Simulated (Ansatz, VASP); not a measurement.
Given: the input of a run of Ansatz 0.2.0 on Ti.

The input input.yaml:

```yaml
crystal:
  lattice:
    - [2.8897790207, 0.0, 0.0]
    - [-1.4448895104, 2.5026220433, 0.0]
    - [0.0, 0.0, 4.5844629888]
  atoms:
    - { symbol: Ti, position: [0.6666666667, 0.3333333333, 0.75] }
    - { symbol: Ti, position: [0.3333333333, 0.6666666667, 0.25] }
kpoints:
  mp_grid: { grid: [10, 10, 6] }
scf:
  occupations: { method: fermi_dirac, width: 0.05 }
hamiltonian:
  xc: lda
  pseudopotentials: { kind: all_electron, lapw: { basis_error: 0.001 } }
output:
  forces: true
  stress: true
  eigenvalues: true
```

Potentials or basis: all-electron LAPW, scalar-relativistic.

Launch:

```console
$ ansatz run input.yaml --threads 1 --pin off --max-ram 3072MiB --backend cpu --events-out ev --progress --plain --runs-dir out
```

Set up the same calculation for VASP 6.6.1. Potentials there: VASP PAW LDA potentials, release 64 (Ti_sv).

As run (the cutoff follows the program's own potentials):

Contents of INCAR:

```
PREC = Accurate
ENCUT = 520
EDIFF = 1E-6
ISMEAR = -1
SIGMA = 0.05
LREAL = F
LASPH = T
NELM = 60
ALGO = Normal
ISIF = 2
LWAVE = F
LCHARG = T
GGA = CA
LELF = T
LVHAR = T
NBANDS = 19
```

Contents of KPOINTS:

```
regular mesh
0
Gamma
  10 10 6
```

Contents of POSCAR:

```
Ti
1.0
    2.8897790207      0.0000000000      0.0000000000
   -1.4448895104      2.5026220433      0.0000000000
    0.0000000000      0.0000000000      4.5844629888
Ti
2
Direct
    0.6666666667      0.3333333333      0.7500000000
    0.3333333333      0.6666666667      0.2500000000
```

Potentials or basis: VASP PAW LDA potentials, release 64 (Ti_sv).

Run with:

```sh
$ cat potpaw_LDA.64/Ti_sv/POTCAR > POTCAR
$ mpirun -np 1 vasp_std > vasp.out
```

Both were run:

|  | VASP | Ansatz | Ansatz less VASP |
| --- | --- | --- | --- |
| gap on the k mesh at the Fermi level (eV) | none | none | - |
| pressure (GPa) | -3.6 | -3.5 | +0.11 |
| traceless stress, the component that is largest in VASP (GPa) | -0.48 | -0.50 | -0.017 |

LDA's correlation is that of Perdew and Zunger in VASP and of Perdew and Wang (1992) in Ansatz. A gap of «none» marks a metal or a gap that the smearing closes. Ansatz ran all-electron here, and VASP with PAW potentials.
